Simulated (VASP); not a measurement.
Input of a VASP 6.6.1 run:

The input POSCAR:

```
MgO
1.0
    0.0000000000      2.1250000000      2.1250000000
    2.1250000000      0.0000000000      2.1250000000
    2.1250000000      2.1250000000      0.0000000000
Mg O
1 1
Direct
    0.0000000000      0.0000000000      0.0000000000
    0.5000000000      0.5000000000      0.5000000000
```

Contents of INCAR.step1:

```
  PREC = Accurate
  ENCUT = 520
  ISMEAR = -1
  SIGMA = 0.02
  LREAL = F
  LASPH = T
  NELM = 60
  NBANDS = 11
  GGA = PE
  ALGO = Normal
  EDIFF = 1E-4
  LWAVE = T
  LCHARG = F
```

INCAR.step2

```
  PREC = Accurate
  ENCUT = 520
  EDIFF = 1E-6
  ISMEAR = -1
  SIGMA = 0.02
  LREAL = F
  LASPH = T
  NELM = 60
  ALGO = Normal
  ISIF = 2
  LWAVE = F
  LCHARG = F
  METAGGA = R2SCAN
  LMIXTAU = T
  NBANDS = 11
  ISTART = 1
```

File KPOINTS:

```
Automatic mesh
0
Gamma
  6 6 6
```

Potentials or basis: VASP PAW PBE potentials, release 64 (Mg, O).

The run is started by

```bash
$ cat potpaw_PBE.64/Mg/POTCAR potpaw_PBE.64/O/POTCAR > POTCAR
$ cp INCAR.step1 INCAR
$ mpirun -np 1 vasp_std > vasp.out
$ cp INCAR.step2 INCAR
$ mpirun -np 1 vasp_std > vasp.out
```

What does it give for the band gap on the k mesh?

5.34 eV, direct.

Predict the pressure.

-6.2 GPa.

Caveat: the k points lie up to 0.43 Å⁻¹ apart; the PAW data sets were made with another functional, which shifts forces and pressure a little. r2SCAN opens gaps a little over a GGA but as a rule still falls short of measured ones.
